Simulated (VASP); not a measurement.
Wanted: the native input for a VASP 6.6.1 run.

- Task: relaxation of cell and atoms
- Functional: PBEsol
- Potentials or basis: VASP PAW PBE potentials, release 64 (Li_sv)
- Cutoff: 600 eV
- k mesh: 18 × 18 × 8
- Occupations: gaussian, width 0.1 eV
- Spin: no spin polarisation
- Dipole correction: no
- Further INCAR settings: ALGO = Normal; EDIFF = 1e-07; IBRION = 2; EDIFFG = -0.005; NSW = 100; ISIF = 3

The structure of Li lies in POSCAR:

```
Li
1.0
    3.0147964037      0.0000000000      0.0000000000
   -1.5073982019      2.6108902729      0.0000000000
    0.0000000000      0.0000000000      5.1083222000
Li
2
Direct
    0.3333333300      0.6666666700      0.2500000000
    0.6666666700      0.3333333300      0.7500000000
```

This isn't the form of Li at room conditions, which is bcc.

These files were run (other wordings do the same):

INCAR

```
SYSTEM = Li
PREC = Accurate ; ENCUT = 600
EDIFF = 1E-7 ; ISMEAR = 0
SIGMA = 0.1 ; LREAL = .False.
LASPH = .True. ; NELM = 80
ALGO = Normal ; ISIF = 3
LWAVE = .False. ; LCHARG = .False.
GGA = PS ; IBRION = 2
NSW = 100 ; EDIFFG = -0.005
```

KPOINTS

```
regular mesh
0
Gamma
  18 18 8
  0 0 0
```

Potentials or basis: VASP PAW PBE potentials, release 64 (Li_sv).

Run with:

```bash
$ cat potpaw_PBE.64/Li_sv/POTCAR > POTCAR
$ mpirun -np 1 vasp_std > vasp.out
```

It gave:

```yaml
Relaxed_volume: 19.96 Å³/atom
Relaxed_cell: a = 3.037 Å, b = 3.037 Å, c = 4.999 Å, α = 90.00°, β = 90.00°, γ = 120.00°
Space_group_after_relaxing_to_0.1_Å: P6_3/mmc (No. 194)
Energy_gained_by_relaxing: 0.9 meV/atom
Ionic_steps: 5
Pressure_after_relaxing: 0.0 GPa
Band_gap_on_the_k_mesh: zero (bands 3 and 4 overlap by 4.67 eV)
```

Caveat: the cutoff is under 1.25 times the usual one of these potentials, so pressure, stress and relaxed cells hold a basis-set (Pulay) error; the PAW data sets were made with another functional, which shifts forces and pressure a little.

It took 3.5 min on 1 thread of Intel Xeon 8259CL, on a shared host, peak memory 0.19 GiB.
